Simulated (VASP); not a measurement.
# W (Im-3m) in VASP: a series of runs, part 2 of 2

VASP 6.6.1.

## (3) Single point, PBE (volume scaled by 1.05)

Input file INCAR:

```
SYSTEM = W
PREC = Accurate ; ENCUT = 520
EDIFF = 1E-6 ; ISMEAR = -1
SIGMA = 0.03 ; LREAL = .FALSE.
LASPH = .TRUE. ; NELM = 60
ALGO = Normal ; ISIF = 2
LWAVE = .FALSE. ; LCHARG = .FALSE.
GGA = PE ; NBANDS = 13
```

Input file KPOINTS:

```
Automatic mesh
0
G
  14 14 14
  0 0 0
```

Input file POSCAR:

```
W
1.0
   -1.6234899007      1.6234899007      1.6234899007
    1.6234899007     -1.6234899007      1.6234899007
    1.6234899007      1.6234899007     -1.6234899007
W
1
Direct
    0.0000000000      0.0000000000      0.0000000000
```

Potentials or basis: VASP PAW PBE potentials, release 64 (W_sv).

On the command line:

```bash
$ cat potpaw_PBE.64/W_sv/POTCAR > POTCAR
$ mpirun -np 1 vasp_std > vasp.out
```

OUTCAR:

```text
SYSTEM = W
   PREC = Accurate
   ENCUT = 520
   EDIFF = 1E-6
   ISMEAR = -1
   LREAL = .FALSE.
   LASPH = .TRUE.
   NELM = 60
   ISIF = 2
   GGA = PE

 ion  position               nearest neighbor table
   1  0.000  0.000  0.000-

  LATTYP: Found a body centered cubic cell.
 ALAT       =     3.2469798014

  Lattice vectors:

 A1 = (  -1.6234899007,   1.6234899007,   1.6234899007)
 A2 = (   1.6234899007,  -1.6234899007,   1.6234899007)
 A3 = (   1.6234899007,   1.6234899007,  -1.6234899007)

Analysis of symmetry for initial positions (statically):
=====================================================================
 Subroutine PRICEL returns:
 Original cell was already a primitive cell.

 Routine SETGRP: Setting up the symmetry group for a
 body centered cubic supercell.

 Subroutine GETGRP returns: Found 48 space group operations
 (whereof 48 operations were pure point group operations)
 out of a pool of 48 trial point group operations.

The static configuration has the point symmetry O_h .

Analysis of symmetry for dynamics (positions and initial velocities):
=====================================================================
 Subroutine PRICEL returns:
 Original cell was already a primitive cell.

 Routine SETGRP: Setting up the symmetry group for a
 body centered cubic supercell.

 Subroutine GETGRP returns: Found 48 space group operations
 (whereof 48 operations were pure point group operations)
 out of a pool of 48 trial point group operations.

The dynamic configuration has the point symmetry O_h .

 Subroutine INISYM returns: Found 48 space group operations
 (whereof 48 operations are pure point group operations),
 and found     1 'primitive' translations

----------------------------------------------------------------------------------------

                                     Primitive cell

  volume of cell :      17.1163

[... 107 lines left out ...]
  volume/ion in A,a.u.               =      17.12       115.51
  Fermi-wavevector in a.u.,A,eV,Ry     =   1.531021  2.893211 31.892416  2.344026
  Thomas-Fermi vector in A             =   2.638424
   LORBIT       =      0    0 simple, 1 ext, 2 COOP (PROOUT), +10 PAW based schemes
   GGA     = PE    functional components
   LHFCALC =     F    Hartree Fock is set to
   AEXX    =    0.0000 exact exchange contribution
   IVDW    =     0    specifies the selected vdW correction
   LEPSILON=     F    determine dielectric tensor
   LRPA    =     F    only Hartree local field effects (RPA)
 non-spin polarized calculation
  energy-cutoff  :      520.00
  volume of cell :       17.12
 maximum number of plane-waves:       474
 NGX is ok and might be reduce to    24
   NGX = 11   NGY = 11   NGZ = 11

 number of electron      13.9999998 magnetization

 Free energy of the ion-electron system (eV)
  ---------------------------------------------------
  ext. energy  EPLUGINS =         0.00000000
  ---------------------------------------------------
  free energy    TOTEN  =       -12.90226922 eV

  energy without entropy =      -12.90049227  energy(sigma->0) =      -12.90138075

 E-fermi :  10.4399     XC(G=0): -13.2137

 val. band max:       10.4317508939   @ k =  -0.4286   0.5000   0.2857
 cond. band min:      10.4793948572   @ k =   0.5000   0.5000   0.2857
 fundamental gap:      0.0476439633
 Fermi energy:        10.4398502932

 k-point     1 :       0.0000    0.0000    0.0000
  band No.  band energies     occupation
      1     -63.9459      2.00000
      2     -27.6050      2.00000
      3     -27.6050      2.00000
      4     -27.6050      2.00000
      5       1.1582      2.00000
      6       9.2462      2.00000
      7       9.2462      2.00000
      8       9.2462      2.00000
      9      12.4353      0.00000
     10      12.4353      0.00000
     11      24.7019      0.00000
     12      24.7019      0.00000
     13      24.7019      0.00000
[... 354 lines left out ...]
  band No.  band energies     occupation
      1     -63.8398      2.00000
      2     -28.3688      2.00000
      3     -28.2172      2.00000
      4     -27.7296      2.00000
      5       6.2776      2.00000
      6       7.5794      2.00000
      7       8.1862      2.00000
      8      12.6086      0.00000
      9      13.1315      0.00000
     10      17.8826      0.00000
     11      19.6554      0.00000
     12      21.6295      0.00000
     13      26.5891      0.00000

 [... further k-points ...]
[... 5 lines left out ...]
  --------------------------------------------------------------------------------------
  -------------------------------------------------------------------------------------
  Total       -1.6299914     -1.6299914     -1.6299914      0.0000000      0.0000000      0.0000000
  in kB     -152.5763146   -152.5763146   -152.5763146      0.0000000      0.0000000      0.0000000
  external PRESSURE =    -152.5763146 kB  Pullay stress =       0.0000000 kB

 VOLUME and BASIS-vectors are now :
 -----------------------------------------------------------------------------
  energy-cutoff  :      520.00
  volume of cell :       17.12
      direct lattice vectors                 reciprocal lattice vectors
    -1.623489901  1.623489901  1.623489901     0.000000000  0.307978510  0.307978510
     1.623489901 -1.623489901  1.623489901     0.307978510  0.000000000  0.307978510
     1.623489901  1.623489901 -1.623489901     0.307978510  0.307978510  0.000000000

 POSITION                                       TOTAL-FORCE (eV/Angst)
 -----------------------------------------------------------------------------------
      0.00000      0.00000      0.00000        -0.000000     -0.000000      0.000000
 -----------------------------------------------------------------------------------
    total drift:                                0.000000      0.000000     -0.000000

  FREE ENERGIE OF THE ION-ELECTRON SYSTEM (eV)
  ---------------------------------------------------
  free  energy   TOTEN  =       -12.9022692207 eV

  energy  without entropy=      -12.9004922742  energy(sigma->0) =      -12.90138075
```

stdout:

```text
POSCAR found type information on POSCAR W
 POSCAR found :  1 types and       1 ions
 scaLAPACK will be used
 LDA part: xc-table for (Slater+PW92), standard interpolation
 POSCAR, INCAR and KPOINTS ok, starting setup
 FFT: planning ... GRIDC
 FFT: planning ... GRID_SOFT
 FFT: planning ... GRID
 WAVECAR not read
 entering main loop
```

Wall time 13 s (1 thread of Intel Xeon Platinum 8488C (Sapphire Rapids), shared host); peak memory 0.15 GiB.

What came out:

```
Free energy            : -12.9023 eV
Pressure               : -15.3 GPa
Band gap on the k mesh : zero (band 7 reaches 14.98 eV, above the bottom of band 8 at 9.25 eV)
```

Levels at points of the mesh, in eV from the Fermi level:
```tsv
k point	band 4	band 5	band 6	band 7	band 8	band 9	band 10	band 11
(0.00, 0.00, 0.00)	-38.04	-9.28	-1.19	-1.19	-1.19	2.00	2.00	14.26
(0.50, 0.00, 0.00)	-38.05	-5.87	-3.30	0.37	1.85	2.73	5.40	9.80
(0.50, 0.50, 0.50)	-38.75	-5.32	-5.32	4.54	4.54	4.54	7.58	7.58
```

Caveat: spin-orbit coupling is left out, which moves the levels of the heavy elements.
